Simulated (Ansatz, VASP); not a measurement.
## KCl: VASP beside Ansatz

The input INCAR:

```
SYSTEM = KCl
PREC     = Accurate       ! precision mode
ENCUT    = 520            ! plane-wave cutoff, eV
EDIFF    = 1E-7           ! SCF threshold, eV
ISMEAR   = 0              ! smearing method
SIGMA    = 0.05           ! smearing width, eV
LREAL    = .False.        ! projectors in reciprocal space
LASPH    = .True.         ! aspherical terms in the spheres
NELM     = 100            ! most SCF steps
ALGO     = Normal         ! electronic algorithm
ISIF     = 2              ! what is computed and relaxed
LWAVE    = .False.        ! write WAVECAR
LCHARG   = .False.        ! write CHGCAR
GGA      = PE             ! functional
NBANDS   = 15             ! bands
```

KPOINTS

```
Automatic mesh
0
Gamma
  6 6 6
  0 0 0
```

File POSCAR:

```
KCl
1.0
    3.7240201200      0.0000000000      0.0000000000
    0.0000000000      3.7240201200      0.0000000000
    0.0000000000      0.0000000000      3.8967839400
K Cl
1 1
Direct
    0.0000000000      0.0000000000      0.0000000000
    0.5000000000      0.5000000000      0.5000000000
```

Input for Ansatz:

```yaml
crystal:
  lattice:
    - [3.72402012, 0.0, 0.0]
    - [0.0, 3.72402012, 0.0]
    - [0.0, 0.0, 3.89678394]
  atoms:
    - { symbol: K, position: [0.0, 0.0, 0.0] }
    - { symbol: Cl, position: [0.5, 0.5, 0.5] }
basis:
  ecutwfc: 420
kpoints:
  mp_grid: { grid: [6, 6, 6] }
hamiltonian:
  xc: pbe
scf:
  occupations: { method: gaussian, width: 0.05 }
output:
  forces: true
  stress: true
  eigenvalues: true
```

Change from the starting cell: strain -0.030 along x and y, +0.015 along z, atoms carried along.

Alike in both runs: task single point; functional PBE; k mesh 6 × 6 × 6; occupations gaussian, width 0.05 eV; no spin polarisation.

```csv
,VASP,Ansatz
version,VASP 6.6.1,Ansatz 0.2.0
potentials or method,"VASP PAW PBE potentials, release 64 (K_sv, Cl), cutoff 520 eV","scalar-relativistic, plane waves, PAW"
valence electrons in the cell,16,16
```

|  | VASP | Ansatz | Ansatz less VASP |
| --- | --- | --- | --- |
| gap on the k mesh at the Fermi level (eV) | 4.89 | 4.89 | +0.001 |
| least direct gap on the mesh (eV) | 5.09 | 5.09 | 0.000 |
| pressure (GPa) | 0.9 | 0.9 | -0.02 |
| traceless stress, the component that is largest in VASP (GPa) | -1.37 | -1.37 | -0.002 |
